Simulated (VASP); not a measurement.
Mg3S2:

```
CELL_PARAMETERS angstrom
3.69389 -0.00455 -0.03226
-1.85089 3.21701 0.03020
-0.15486 0.07796 17.56692
ATOMIC_POSITIONS crystal
Mg 0.32379 0.66654 0.84043
Mg 0.64046 0.35671 0.34264
Mg 0.69485 0.38687 0.17925
Mg 0.35706 0.72457 0.66436
Mg 0.04355 0.97032 0.98906
Mg 0.97266 0.03235 0.50600
S 0.61371 0.30254 0.90647
S 0.35515 0.60725 0.39846
S 0.71580 0.35293 0.58301
S 0.28298 0.59992 0.09032
```

| Property | Result |
| --- | --- |
| Program | VASP 6.6.1 |
| Task | relaxation of cell and atoms |
| Functional | PBE |
| Potentials or basis | VASP PAW PBE potentials, release 64 (Mg, S) |
| Cutoff | 600 eV |
| k mesh | 6 × 6 × 1 |
| Occupations | gaussian, width 0.1 eV |
| Spin | no spin polarisation |

At the start: pressure 5.4 GPa; volume 20.86 Å³/atom.

Q: How do energy, volume and symmetry change on relaxing?

A: Over 75 steps the energy falls by 273.5 meV/atom and the volume is 19.98 Å³/atom (-4.2 %); space group P1 (No. 1, to 0.1 Å) before, Cm (No. 8, to 0.1 Å).

Step by step:
| step | energy change (eV) | largest force (eV/Å) | pressure (GPa) | volume (Å³) |
| --- | --- | --- | --- | --- |
| 1 | 0.0000 | 6.7533 | 5.38 | 208.58 |
| 3 | -1.8168 | 1.2878 | -1.67 | 223.84 |
| 5 | -2.1370 | 0.6258 | -1.01 | 217.99 |
| 7 | -2.3535 | 0.4127 | 0.07 | 210.55 |
| 9 | -2.4456 | 0.3454 | 0.04 | 209.16 |
| 11 | -2.4839 | 0.1989 | -0.16 | 209.76 |
| 13 | -2.5009 | 0.0998 | 0.09 | 208.63 |
| 15 | -2.5078 | 0.0867 | -0.03 | 208.83 |
| 17 | -2.5114 | 0.0725 | 0.06 | 208.40 |
| 19 | -2.5135 | 0.0694 | -0.03 | 208.70 |
| 21 | -2.5155 | 0.0715 | -0.31 | 209.71 |
| 23 | -2.5196 | 0.1217 | -0.18 | 209.05 |
| 25 | -2.5260 | 0.1852 | 0.01 | 207.85 |
| 27 | -2.5579 | 0.2154 | 0.21 | 205.01 |
| 29 | -2.5712 | 0.3460 | 0.43 | 202.76 |
| 31 | -2.5759 | 0.3917 | 0.45 | 202.15 |
| 33 | -2.5930 | 0.4564 | 0.28 | 201.32 |
| 35 | -2.6293 | 0.2420 | -0.09 | 202.40 |
| 37 | -2.6371 | 0.1718 | -0.34 | 203.20 |
| 39 | -2.6545 | 0.1683 | 0.35 | 200.35 |
| 41 | -2.6557 | 0.1760 | 0.60 | 199.41 |
| 43 | -2.6730 | 0.1635 | 0.22 | 200.16 |
| 45 | -2.6864 | 0.2306 | -0.24 | 201.11 |
| 47 | -2.7054 | 0.1820 | -0.01 | 200.23 |
| 49 | -2.7191 | 0.0838 | -0.07 | 200.41 |
| 51 | -2.7226 | 0.0651 | -0.04 | 200.20 |
| 53 | -2.7243 | 0.0446 | 0.03 | 199.95 |
| 55 | -2.7266 | 0.0415 | 0.01 | 199.97 |
| 57 | -2.7283 | 0.0407 | -0.06 | 200.11 |
| 59 | -2.7290 | 0.0320 | -0.07 | 200.13 |
| 61 | -2.7301 | 0.0326 | 0.03 | 199.74 |
| 63 | -2.7307 | 0.0295 | -0.07 | 200.03 |
| 65 | -2.7310 | 0.0273 | -0.09 | 200.06 |
| 67 | -2.7316 | 0.0354 | 0.01 | 199.64 |
| 69 | -2.7327 | 0.0352 | 0.09 | 199.37 |
| 71 | -2.7328 | 0.0415 | 0.12 | 199.24 |
| 73 | -2.7336 | 0.0373 | 0.01 | 199.53 |
| 75 | -2.7346 | 0.0245 | -0.10 | 199.76 |

Final structure:
```cif
data_structure
_symmetry_space_group_name_H-M 'P 1'
_symmetry_Int_Tables_number 1
_cell_length_a 3.6497
_cell_length_b 3.6472
_cell_length_c 17.8140
_cell_angle_alpha 100.134
_cell_angle_beta 91.953
_cell_angle_gamma 120.147
_cell_volume 199.76
loop_
_atom_site_label
_atom_site_type_symbol
_atom_site_fract_x
_atom_site_fract_y
_atom_site_fract_z
_atom_site_occupancy
Mg1 Mg 0.19995 0.43193 0.82329 1
Mg2 Mg 0.51980 0.11907 0.32453 1
Mg3 Mg 0.80285 0.55263 0.17634 1
Mg4 Mg 0.47416 0.89420 0.67580 1
Mg5 Mg 0.00347 0.99295 0.99966 1
Mg6 Mg 0.99826 0.00852 0.50035 1
S1 S 0.59809 0.21492 0.91177 1
S2 S 0.25697 0.56280 0.41264 1
S3 S 0.73888 0.45314 0.58825 1
S4 S 0.40757 0.76984 0.08737 1
```
